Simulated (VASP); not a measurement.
A run of VASP 6.6.1 is set up as follows.

INCAR

```
ALGO = Normal ; EDIFF = 1E-6
ENCUT = 600 ; GGA = PS
GGA_COMPAT = False ; ISIF = 2
ISMEAR = 0 ; ISPIN = 2
LASPH = True ; LCHARG = False
LMAXMIX = 4 ; LORBIT = 11
LREAL = False ; LWAVE = False
MAGMOM = 1.28 1.28 0.61 0 0 ; NBANDS = 40
NELM = 200 ; PREC = Accurate
SIGMA = 0.1
```

File KPOINTS:

```
k-points
0
Gamma
  12 12 8
```

File POSCAR:

```
Co3Sn2
1.0
    4.1631419987      0.0000000000      0.0000000000
   -2.0815709994      3.6053867305      0.0000000000
    0.0000000000      0.0000000000      4.9931273390
Co Sn
3 2
Direct
    0.0000000000      0.0000000000      0.7461013601
    0.0000000000      0.0000000000      0.2538986399
    0.6666666667      0.3333333333      0.0000000000
    0.6666666667      0.3333333333      0.5000000000
    0.3333333333      0.6666666667      0.0000000000
```

Potentials or basis: VASP PAW PBE potentials, release 64 (Co, Sn_d).

Command:

```bash
$ cat potpaw_PBE.64/Co/POTCAR potpaw_PBE.64/Sn_d/POTCAR > POTCAR
$ mpirun -np 1 vasp_std > vasp.out
```

Q: Predict the site moments.

A: Co +1.00, +0.43 (each value once); Sn -0.05 μB.

Q: Predict the net moment.

A: 2.29 μB per cell.

Q: Predict the pressure.

A: -0.1 GPa.

Forces in eV/Å, atoms in the order of the input:
```
Co   0.000  0.000 -0.003
Co   0.000  0.000  0.003
Co   0.000  0.000  0.000
Sn   0.000  0.000  0.000
Sn   0.000  0.000  0.000
```

Caveat: the PAW data sets were made with another functional, which shifts forces and pressure a little.
